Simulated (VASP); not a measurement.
YbZn, 2 atoms in the cell. Symmetry: Pm-3m, No. 221, cubic system. The conventional cell has a = 3.746 Å, b = 3.746 Å, c = 3.746 Å, α = 90.00°, β = 90.00°, γ = 90.00°. Within 4.3 Å of Yb (site symmetry m-3m) lie 8 Zn at 3.24 Å and 6 Yb at 3.75 Å. Zn (site symmetry m-3m) has 8 Yb at 3.24 Å and 6 Zn at 3.75 Å within 4.3 Å. 

```yaml
Program: VASP 6.6.1
Task: single point
Functional: LDA
Potentials_or_basis: VASP PAW PBE potentials, release 64 (Yb, Zn)
Cutoff: 600 eV
k_mesh: 6 × 6 × 6
Occupations: gaussian, width 0.15 eV
Spin: no spin polarisation
Dipole_correction: no
Further_INCAR_settings: ALGO = Normal; EDIFF = 1e-06; NBANDS = 25
```

Potentials or basis: VASP PAW PBE potentials, release 64 (Yb, Zn).

Command:

```sh
$ cat potpaw_PBE.64/Yb/POTCAR potpaw_PBE.64/Zn/POTCAR > POTCAR
$ mpirun -np 1 vasp_std > vasp.out
```

Hardware: 1 thread of Intel Xeon 8259CL, on a shared host.

Problem. Estimate the wall time of this run.

Solution. Run time: 75 s on 1 thread of Intel Xeon 8259CL, with other jobs on the host, peak memory 0.18 GiB. Counts: scf iterations 25, k points 20.
